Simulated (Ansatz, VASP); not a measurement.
**One calculation of KMgBe6, two programs**

```xyz
8
Lattice="3.4518 1.9929 2.2646 -3.4518 1.9929 2.2646 0.0000 -3.9858 2.2646" Properties=species:S:1:pos:R:3 pbc="T T T"
K     0.0000    0.0000    3.3968
Mg    0.0000    0.0000    0.0000
Be    0.0000   -2.6346    3.2972
Be    2.2816    1.3173    3.2972
Be   -2.2816    1.3173    3.2972
Be   -2.2816   -1.3173    3.4965
Be    0.0000    2.6346    3.4965
Be    2.2816   -1.3173    3.4965
```

Alike in both runs: task relaxation of cell and atoms; functional PBE; k mesh 6 × 6 × 6; occupations gaussian, width 0.1 eV; no spin polarisation.

|  | VASP | Ansatz |
| --- | --- | --- |
| version | VASP 6.6.1 | Ansatz 0.2.0 |
| potentials or method | VASP PAW PBE potentials, release 64 (K_sv, Mg, Be), cutoff 600 eV | scalar-relativistic, plane waves, PAW |
| valence electrons in the cell | 23 | 31 |

|  | VASP | Ansatz | Ansatz less VASP |
| --- | --- | --- | --- |
| gap on the k mesh at the Fermi level, each at its own relaxed structure (eV) | none | none | - |
| relaxed volume (Å³/atom) | 16.87 | 16.83 | -0.047 |
| relaxed length of the cell vector where the two differ most in proportion (Å) | 5.200 | 5.195 | -0.0056 |

A gap of «none» marks a metal or a gap that the smearing closes. VASP's potentials hold 23 valence electrons a cell and Ansatz's 31, so a difference there can come from the potentials and not from the codes.

Noted on VASP's run: the volume moved by over 15 % at a fixed basis, so the end points are rough.
